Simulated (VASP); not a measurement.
Here is a VASP 6.6.1 calculation.

File INCAR:

```
SYSTEM = C
ALGO = Normal ; EDIFF = 1E-8
ENCUT = 600 ; GGA = CA
GGA_COMPAT = .FALSE. ; IBRION = 8
ISIF = 2 ; ISMEAR = 0
LASPH = .TRUE. ; LCHARG = .FALSE.
LEPSILON = .TRUE. ; LREAL = .FALSE.
LWAVE = .FALSE. ; NELM = 120
NSW = 1 ; PREC = Accurate
SIGMA = 0.01
```

Contents of KPOINTS:

```
k-points
0
G
  12 12 12
  0 0 0
```

Contents of POSCAR:

```
C
1.0
    0.0000000000      1.7658688059      1.7658688059
    1.7658688059      0.0000000000      1.7658688059
    1.7658688059      1.7658688059      0.0000000000
C
2
Direct
    0.0000000000      0.0000000000      0.0000000000
    0.2500000000      0.2500000000      0.2500000000
```

Potentials or basis: VASP PAW LDA potentials, release 64 (C).

Launch:

```console
$ cat potpaw_LDA.64/C/POTCAR > POTCAR
$ mpirun -np 1 vasp_std > vasp.out
```

Q: Predict the electronic dielectric tensor (diagonal).

A: 5.76.

Q: Estimate the Born charges (mean of the diagonal).

A: C +0.00 e.

Q: What does it give for the highest phonon frequency at Γ?

A: 1327 cm⁻¹.

Phonon frequencies in cm⁻¹ (negative: imaginary):
```tsv
q point	frequencies
(0.000, 0.000, 0.000)	0 0 0 1327 1327 1327
```
